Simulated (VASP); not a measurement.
# BaGe2O3 (P1) in VASP: single point with PBEsol

Aim: the single point of BaGe2O3 with PBEsol.

Everything below comes from runs of VASP 6.6.1. Logs are shortened: lines on timing, memory, paths and dates and some standing lists are left out, and cuts for length are marked.

### 1 The cell of the first run

The typed cell holds 6 atoms: a = 4.664 Å, b = 4.741 Å, c = 6.724 Å, α = 112.02°, β = 84.37°, γ = 122.94°.

### 2 Single point, PBEsol

Contents of INCAR:

```
SYSTEM = BaGe2O3
PREC = Accurate
ENCUT = 520
EDIFF = 1E-6
ISMEAR = -1
SIGMA = 0.05
LREAL = .False.
LASPH = .True.
NELM = 100
ALGO = Normal
ISIF = 2
LWAVE = .False.
LCHARG = .True.
GGA = PS
LELF = .True.
LVHAR = .True.
NBANDS = 37
```

Contents of KPOINTS:

```
regular mesh
0
Gamma
  6 6 2
  0 0 0
```

Contents of POSCAR:

```
BaGe2O3
1.0
    4.6583670092     -0.1183658610      0.2047541740
   -2.4454947510      3.9843645008     -0.7893883082
    0.3347028077     -1.4975003185      6.5469446117
Ba Ge O
1 2 3
Direct
    0.2567271032      0.5798674263      0.6355136801
    0.0775618893      0.2085441635      1.0337998984
    0.5696643637      0.0965926549      0.2520565746
    0.4226904796      0.3828994352      0.2454684669
    0.5435898244      0.1531551115      0.5312874091
    0.2124620804      0.6693765456      1.0570829642
```

Potentials or basis: VASP PAW PBE potentials, release 64 (Ba_sv, Ge_d, O).

Command:

```console
cat potpaw_PBE.64/Ba_sv/POTCAR potpaw_PBE.64/Ge_d/POTCAR potpaw_PBE.64/O/POTCAR > POTCAR
mpirun -np 1 vasp_std > vasp.out
```

OUTCAR:

```text
SYSTEM = BaGe2O3
   PREC = Accurate
   ENCUT = 520
   EDIFF = 1E-6
   ISMEAR = -1
   LREAL = .False.
   LASPH = .True.
   NELM = 100
   ISIF = 2
   GGA = PS

 ion  position               nearest neighbor table
   1  0.257  0.580  0.636-   4 2.63   5 2.64   6 2.71   5 2.78   5 2.84   3 3.37   2 3.53   3 3.54
                             2 3.61   2 3.73   2 3.79
   2  0.078  0.209  0.034-   4 1.85   6 1.86   3 2.57   1 3.53   1 3.61   1 3.73   1 3.79
   3  0.570  0.097  0.252-   5 1.80   6 1.83   4 1.84   2 2.57   1 3.37   1 3.54
   4  0.423  0.383  0.245-   3 1.84   2 1.85   1 2.63
   5  0.544  0.153  0.531-   3 1.80   1 2.64   1 2.78   1 2.84
   6  0.212  0.669  0.057-   3 1.83   2 1.86   1 2.71

  LATTYP: Found a triclinic cell.
 ALAT       =     4.6643668318
 B/A-ratio  =     1.0164669762
 C/A-ratio  =     1.6719704366
 COS(alpha) =     0.0019492335
 COS(beta)  =     0.5135095432
 COS(gamma) =     0.5437704924

  Lattice vectors:

 A1 = (   4.6583670092,  -0.1183658610,   0.2047541740)
 A2 = (   2.4454947510,  -3.9843645008,   0.7893883082)
 A3 = (   4.3236642015,   1.3791344575,  -6.3421904377)

Analysis of symmetry for initial positions (statically):
=====================================================================
 Subroutine PRICEL returns:
 Original cell was already a primitive cell.

 Routine SETGRP: Setting up the symmetry group for a
 triclinic supercell.

 Subroutine GETGRP returns: Found  1 space group operations
 (whereof  1 operations were pure point group operations)
 out of a pool of  2 trial point group operations.

The static configuration has the point symmetry C_1 .

Analysis of symmetry for dynamics (positions and initial velocities):
=====================================================================
 Subroutine PRICEL returns:
 Original cell was already a primitive cell.

 Routine SETGRP: Setting up the symmetry group for a
 triclinic supercell.

 Subroutine GETGRP returns: Found  1 space group operations
 (whereof  1 operations were pure point group operations)
 out of a pool of  2 trial point group operations.

The dynamic configuration has the point symmetry C_1 .

 Subroutine INISYM returns: Found  1 space group operations
 (whereof  1 operations are pure point group operations),
 and found     1 'primitive' translations

----------------------------------------------------------------------------------------

[... 101 lines left out ...]
   LREAL  =      F    real-space projection
   EDIFFG = 0.1E-04   stopping-criterion for IOM
   NSW    =      0    number of steps for IOM
   IBRION =     -1    ionic relax: 0-MD 1-quasi-New 2-CG
   NFREE  =      0    steps in history (QN), initial steepest desc. (CG)
   ISIF   =      2    stress and relaxation
   ISYM   =      2    0-nonsym 1-usesym 2-fastsym
   POTIM  = 0.5000    time-step for ionic-motion
   TEBEG  =    0.0;   TEEND  =   0.0 temperature during run
   PSTRESS=    0.0 pullay stress
   NELECT =      56.0000    total number of electrons
   NUPDOWN=      -1.0000    fix difference up-down
   EMIN   =  10.00;   EMAX   =-10.00  energy-range for DOS
   EFERMI =   0.00;   METHOD = LEGACY
   ISMEAR =    -1;   SIGMA  =   0.05  broadening in eV -4-tet -1-fermi 0-gaus
   EFERMI_NEDOS =   21; number of points for ismear=-14 and -15
   IALGO  =     38    algorithm
   IMIX   =      4    mixing-type and parameters
     AMIX     =   0.40;   BMIX     =  1.00
     AMIX_MAG =   1.60;   BMIX_MAG =  1.00
  volume/ion in A,a.u.               =      19.10       128.92
  Fermi-wavevector in a.u.,A,eV,Ry     =   1.289383  2.436580 22.619798  1.662508
  Thomas-Fermi vector in A             =   2.421279
   LORBIT       =      0    0 simple, 1 ext, 2 COOP (PROOUT), +10 PAW based schemes
   GGA     = PS    functional components
   LHFCALC =     F    Hartree Fock is set to
   AEXX    =    0.0000 exact exchange contribution
   IVDW    =     0    specifies the selected vdW correction
   LEPSILON=     F    determine dielectric tensor
   LRPA    =     F    only Hartree local field effects (RPA)
 non-spin polarized calculation
  energy-cutoff  :      520.00
  volume of cell :      114.62
 maximum number of plane-waves:      3104
   NGX = 17   NGY = 17   NGZ = 25

 number of electron      56.0000004 magnetization

 Free energy of the ion-electron system (eV)
  ---------------------------------------------------
  ext. energy  EPLUGINS =         0.00000000
  ---------------------------------------------------
  free energy    TOTEN  =       -38.25230180 eV

  energy without entropy =      -38.25230180  energy(sigma->0) =      -38.25230180

 E-fermi :   3.7013     XC(G=0):  -9.4817

 val. band max:        2.6821499601   @ k =   0.5000   0.0000   0.5000
 cond. band min:       4.8637005800   @ k =   0.5000   0.5000   0.5000
 fundamental gap:      2.1815506199
 Fermi energy:         3.7013094094

 k-point     1 :       0.0000    0.0000    0.0000
  band No.  band energies     occupation
      1     -24.0598      2.00000
      2     -21.6425      2.00000
      3     -21.5691      2.00000
      4     -21.4160      2.00000
      5     -21.3859      2.00000
      6     -21.3714      2.00000
[... 949 lines left out ...]
     36      10.0225      0.00000
     37      10.6124      0.00000

 [... further k-points ...]

------------------------ aborting loop because EDIFF is reached ----------------------------------------

  FORCE on cell =-STRESS in cart. coord.  units (eV):
  Direction    XX          YY          ZZ          XY          YZ          ZX
  --------------------------------------------------------------------------------------
  -------------------------------------------------------------------------------------
  Total        0.2750182      0.3273621      0.6386112     -0.0204032     -0.0568752     -0.1176975
  in kB        3.8441930      4.5758547      8.9264812     -0.2851950     -0.7949996     -1.6451710
  external PRESSURE =       5.7821763 kB  Pullay stress =       0.0000000 kB

 VOLUME and BASIS-vectors are now :
 -----------------------------------------------------------------------------
  energy-cutoff  :      520.00
  volume of cell :      114.62
      direct lattice vectors                 reciprocal lattice vectors
     4.658367009 -0.118365861  0.204754174     0.217265206  0.137376343  0.020315101
    -2.445494751  3.984364501 -0.789388308     0.004085748  0.265478024  0.060514627
     0.334702808 -1.497500318  6.546944612    -0.006302286  0.027713213  0.159404119

 POSITION                                       TOTAL-FORCE (eV/Angst)
 -----------------------------------------------------------------------------------
     -0.00943      1.32833      3.75550        -0.032697     -0.006055      0.094944
     -0.13737      0.77112      0.07254        -0.004934     -0.003503     -0.001599
      2.50185     -0.06002      1.69059        -0.000551     -0.002190     -0.024797
      1.11483      1.10799      1.39136         0.049161     -0.023261     -0.098767
      2.33552     -0.24972      3.46871        -0.013358      0.043233     -0.052390
     -0.62812      2.55641     -0.11118         0.002378     -0.008224      0.082609
 -----------------------------------------------------------------------------------
    total drift:                               -0.000058     -0.000586     -0.000199

  FREE ENERGIE OF THE ION-ELECTRON SYSTEM (eV)
  ---------------------------------------------------
  free  energy   TOTEN  =       -38.2523017965 eV

  energy  without entropy=      -38.2523017964  energy(sigma->0) =      -38.25230180
```

OSZICAR:

```text
N       E                     dE             d eps       ncg     rms          rms(c)
DAV:   1     0.662244674219E+03    0.66224E+03   -0.26591E+04  3791   0.313E+03
DAV:   2     0.751842715607E+02   -0.58706E+03   -0.55543E+03  3280   0.882E+02
DAV:   3    -0.346964367482E+02   -0.10988E+03   -0.10834E+03  3262   0.209E+02
DAV:   4    -0.432144609170E+02   -0.85180E+01   -0.84759E+01  4416   0.675E+01
DAV:   5    -0.434450838159E+02   -0.23062E+00   -0.23046E+00  4052   0.976E+00    0.139E+01
DAV:   6    -0.383398406724E+02    0.51052E+01   -0.24246E+01  4833   0.585E+01    0.657E+00
DAV:   7    -0.383194435409E+02    0.20397E-01   -0.24342E+00  3330   0.865E+00    0.346E+00
DAV:   8    -0.382621083604E+02    0.57335E-01   -0.47433E-01  4640   0.554E+00    0.103E+00
DAV:   9    -0.382484127780E+02    0.13696E-01   -0.11128E-01  4648   0.294E+00    0.254E-01
DAV:  10    -0.382511878412E+02   -0.27751E-02   -0.12102E-02  3644   0.753E-01    0.108E-01
DAV:  11    -0.382519774332E+02   -0.78959E-03   -0.13631E-03  3864   0.267E-01    0.480E-02
DAV:  12    -0.382522707285E+02   -0.29330E-03   -0.61049E-04  4214   0.162E-01    0.323E-02
DAV:  13    -0.382522760532E+02   -0.53247E-05   -0.56965E-05  4304   0.635E-02    0.172E-02
DAV:  14    -0.382523005100E+02   -0.24457E-04   -0.42162E-05  3655   0.449E-02    0.603E-03
DAV:  15    -0.382523016562E+02   -0.11462E-05   -0.53377E-06  3352   0.177E-02    0.300E-03
DAV:  16    -0.382523017965E+02   -0.14030E-06   -0.21456E-06  2486   0.165E-02
   1 F= -.38252302E+02 E0= -.38252302E+02  d E =-.826099E-10
```

It took 92 s on 1 thread of AMD EPYC 9R45 (Zen 5), shared host; peak memory 0.31 GiB.

What came out:

```
Free energy            : -38.2523 eV
Pressure               : 0.6 GPa
Largest force          : 0.113 eV/Å
Band gap on the k mesh : 2.18 eV (least direct gap 2.37 eV)
```

Forces in eV/Å, atoms in the order of the input:
```
Ba  -0.033 -0.006  0.095
Ge  -0.005 -0.004 -0.002
Ge  -0.001 -0.002 -0.025
O    0.049 -0.023 -0.099
O   -0.013  0.043 -0.052
O    0.002 -0.008  0.083
```

Stress tensor (GPa, compression positive):
```
 0.38 -0.03 -0.16
-0.03  0.46 -0.08
-0.16 -0.08  0.89
```

Caveat: the k points lie up to 0.48 Å⁻¹ apart; the PAW data sets were made with another functional, which shifts forces and pressure a little; spin-orbit coupling is left out, which moves the levels of the heavy elements.
